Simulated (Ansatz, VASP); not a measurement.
# One calculation of P, two programs

```
P
1.0
     4.27290    0.07478    0.00000
     0.07478    4.27290    0.00000
     0.00000    0.00000    4.37800
P
1
Direct
  0.00000 0.00000 0.00000
```

Change from the starting cell: strain +0.0350 x Voigt [0, 0, 0, 0, 0, 1], atoms carried along.

Alike in both runs: task single point; functional LDA; k mesh 12 × 12 × 12; occupations gaussian, width 0.15 eV; no spin polarisation.

```csv
,VASP,Ansatz
version,VASP 6.6.1,Ansatz 0.2.0
potentials or method,"VASP PAW LDA potentials, release 64 (P), cutoff 520 eV","scalar-relativistic, plane waves, PAW"
valence electrons in the cell,5,5
```

```csv
,VASP,Ansatz,Ansatz less VASP
gap on the k mesh at the Fermi level (eV),none,none,-
pressure (GPa),-4.1,-4.1,+0.01
"traceless stress, the component that is largest in VASP (GPa)",0.28,0.28,-0.001
```

LDA's correlation is that of Perdew and Zunger in VASP and of Perdew and Wang (1992) in Ansatz. A gap of «none» marks a metal or a gap that the smearing closes.
